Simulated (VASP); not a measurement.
PbF2: single point with r2SCAN

Crystal: PbF2.

```
CELL_PARAMETERS angstrom
0.00000 2.96060 2.96060
2.96060 0.00000 2.96060
2.96060 2.96060 0.00000
ATOMIC_POSITIONS crystal
Pb 0.00000 0.00000 0.00000
F 0.75000 0.75000 0.75000
F 0.25000 0.25000 0.25000
```

- Program: VASP 6.6.1
- Task: single point
- Functional: r2SCAN
- Potentials or basis: VASP PAW PBE potentials, release 64 (Pb_d, F)
- Cutoff: 660 eV
- k mesh: 8 × 8 × 8
- Occupations: fermi-dirac, width 0.05 eV
- Spin: no spin polarisation

| Item | Value |
| --- | --- |
| Pressure | -0.2 GPa |
| Band gap on the k mesh | 4.93 eV (least direct gap 5.08 eV) |

Levels at points of the mesh, in eV from the valence-band top:
```
           k point  band 11  band 12  band 13  band 14  band 15  band 16  band 17  band 18
(0.00, 0.00, 0.00)    -2.67    -2.16    -2.16    -2.16     7.31     7.31     7.31    10.70
(0.50, 0.00, 0.00)    -2.85    -2.34    -2.34    -0.06     5.38     8.25     8.25    13.46
(0.50, 0.50, 0.00)    -1.75    -1.75    -1.75    -0.14     4.93     8.46     8.46     9.07
```

Wall time 64 s on 1 thread of Intel(R) Xeon(R) 6975P-C (Granite Rapids), with other jobs on the host, peak memory 0.22 GiB.

Caveat: the PAW data sets were made with another functional, which shifts forces and pressure a little; spin-orbit coupling is left out, which moves the levels of the heavy elements. A k mesh can miss the band edges.
